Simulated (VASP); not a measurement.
A run of VASP 6.6.1 is set up as follows.

Contents of INCAR:

```
SYSTEM = Au
PREC     = Accurate       ! precision mode
ENCUT    = 520            ! plane-wave cutoff, eV
EDIFF    = 1E-6           ! SCF threshold, eV
ISMEAR   = -1             ! smearing method
SIGMA    = 0.1            ! smearing width, eV
LREAL    = .FALSE.        ! projectors in reciprocal space
LASPH    = .TRUE.         ! aspherical terms in the spheres
NELM     = 80             ! most SCF steps
ALGO     = Normal         ! electronic algorithm
ISIF     = 2              ! what is computed and relaxed
LWAVE    = .FALSE.        ! write WAVECAR
LCHARG   = .TRUE.         ! write CHGCAR
GGA      = B5             ! functional
ALDAX    = 1.0          
AGGAX    = 1.0          
AGGAC    = 1.0          
ALDAC    = 0.0          
LELF     = .TRUE.         ! ELF
LVHAR    = .TRUE.       
NBANDS   = 12             ! bands
```

KPOINTS

```
Automatic mesh
0
G
  21 21 21
  0 0 0
```

POSCAR

```
Au
1.0
    0.0000000000      2.1902781475      2.1902781475
    2.1902781475      0.0000000000      2.1902781475
    2.1902781475      2.1902781475      0.0000000000
Au
1
Direct
    0.0000000000      0.0000000000      0.0000000000
```

Potentials or basis: VASP PAW PBE potentials, release 64 (Au).

Launch:

```bash
$ cat potpaw_PBE.64/Au/POTCAR > POTCAR
$ mpirun -np 1 vasp_std > vasp.out
```

(1) What does it give for the pressure?

Results:

(1) -6.0 GPa.

Caveat: the PAW data sets were made with another functional, which shifts forces and pressure a little.
